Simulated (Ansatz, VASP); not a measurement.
One calculation of Ge, two programs

```xyz
2
Lattice="0.0000 2.8287 2.8004 2.8287 0.0000 2.8004 2.8287 2.8287 0.0000" Properties=species:S:1:pos:R:3 pbc="T T T"
Ge    0.0000    0.0000    0.0000
Ge    1.4143    1.4143    1.4002
```

Change from the starting cell: z stretched by -1 %, ions relaxed.

Alike in both runs: functional PBE; k mesh 14 × 14 × 14; occupations fermi-dirac, width 0.05 eV; no spin polarisation.

Ansatz relaxed the structure, and its values are those at the end. VASP's run is a single point on that final structure, the one shown.

|  | VASP | Ansatz |
| --- | --- | --- |
| version | VASP 6.6.1 | Ansatz 0.2.0 |
| potentials or method | VASP PAW PBE potentials, release 64 (Ge_d) | plane-wave PAW, scalar-relativistic |
| plane-wave cutoff (eV) | 520 | 420 |
| valence electrons in the cell | 28 | 28 |

```csv
,VASP,Ansatz,Ansatz less VASP
pressure (GPa),4.3,4.5,+0.12
```

Ansatz's warnings: stress scf threshold loose.
